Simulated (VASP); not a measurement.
# Ge: single point with r2SCAN

Crystal: Ge.

```
Ge
1.0
    -2.57877    2.57877    1.39974
     2.57877   -2.57877    1.39974
     2.57877    2.57877   -1.39974
Ge
2
Direct
  0.24827 0.73387 0.47991
  0.49484 0.49878 0.99107
```

```
Program                : VASP 6.6.1
Task                   : single point
Functional             : r2SCAN
Potentials or basis    : VASP PAW PBE potentials, release 64 (Ge_d)
Cutoff                 : 520 eV
k mesh                 : 8 × 8 × 6
Occupations            : methfessel-paxton, width 0.1 eV
Spin                   : no spin polarisation
Dipole correction      : no
Further INCAR settings : ALGO = Normal; EDIFF = 1e-06; NBANDS = 21
```

The pressure is 0.5 GPa. The largest force is 0.195 eV/Å and the band gap on the k mesh is zero (band 14 reaches 8.34 eV, above the bottom of band 15 at 3.63 eV).

Forces in eV/Å, atoms in the order of the input:
```
Ge   0.193  0.007 -0.026
Ge  -0.193 -0.007  0.026
```

Stress tensor (GPa, compression positive):
```
-0.49 -0.31 -0.93
-0.31 -1.15 -0.70
-0.93 -0.70  3.10
```

Levels at points of the mesh, in eV from the Fermi level:
```tsv
k point	band 11	band 12	band 13	band 14	band 15	band 16	band 17	band 18
(0.00, 0.00, 0.00)	-13.82	-4.06	-2.45	-2.43	3.80	8.03	8.06	8.61
(0.50, 0.00, 0.00)	-8.33	-6.52	-2.61	-2.12	-1.34	2.80	3.95	5.83
(0.00, 0.50, 0.00)	-8.40	-6.39	-2.68	-2.10	-1.32	2.76	4.02	5.61
(0.50, 0.50, 0.00)	-11.19	-10.70	0.34	0.95	2.17	2.34	8.03	8.05
(0.00, 0.00, 0.50)	-11.10	-10.80	0.45	0.81	2.22	2.33	8.03	8.04
(0.50, 0.00, 0.50)	-8.19	-6.76	-2.47	-2.11	-1.44	3.01	3.68	6.22
(0.00, 0.50, 0.50)	-8.28	-6.61	-2.56	-2.12	-1.37	2.85	3.87	5.98
(0.50, 0.50, 0.50)	-9.24	-9.18	-6.05	-6.01	6.58	6.58	11.65	11.68
```

It took 15 min on 1 thread of AMD EPYC 7R13, on a shared host, peak memory 0.23 GiB.

Caveat: the PAW data sets were made with another functional, which shifts forces and pressure a little.
